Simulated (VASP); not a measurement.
Write the native input for VASP 6.6.1 that does the following.

* Task: single point
* Functional: PBE
* Potentials or basis: VASP PAW PBE potentials, release 64 (P, B)
* Cutoff: 520 eV
* k mesh: 10 × 10 × 10
* Occupations: gaussian, width 0.015 eV
* Spin: no spin polarisation
* Dipole correction: no
* Further INCAR settings: ALGO = Normal; EDIFF = 1e-06; NBANDS = 11

The structure of BP lies in POSCAR:

```
BP
1.0
    0.0000000000      2.2690000000      2.2690000000
    2.2690000000      0.0000000000      2.2690000000
    2.2690000000      2.2690000000      0.0000000000
P B
1 1
Direct
    0.7500000000      0.7500000000      0.7500000000
    0.0000000000      0.0000000000      0.0000000000
```

These files were run (other wordings do the same):

INCAR

```
ALGO = Normal
EDIFF = 1E-6
ENCUT = 520
GGA = PE
ISIF = 2
ISMEAR = 0
LASPH = True
LCHARG = False
LREAL = False
LWAVE = False
NBANDS = 11
NELM = 60
PREC = Accurate
SIGMA = 0.015
```

KPOINTS

```
k-points
0
Gamma
  10 10 10
```

Potentials or basis: VASP PAW PBE potentials, release 64 (P, B).

The run is started by

```bash
$ cat potpaw_PBE.64/P/POTCAR potpaw_PBE.64/B/POTCAR > POTCAR
$ mpirun -np 1 vasp_std > vasp.out
```

Results of the run:

- Pressure: 0.9 GPa
- Band gap on the k mesh: 1.24 eV, indirect (least direct gap 3.40 eV)

Run time: 5.4 s on 1 thread of AMD EPYC 9R45 96-Core Processor (Zen 5), with other jobs on the host, peak memory 0.1 GiB.
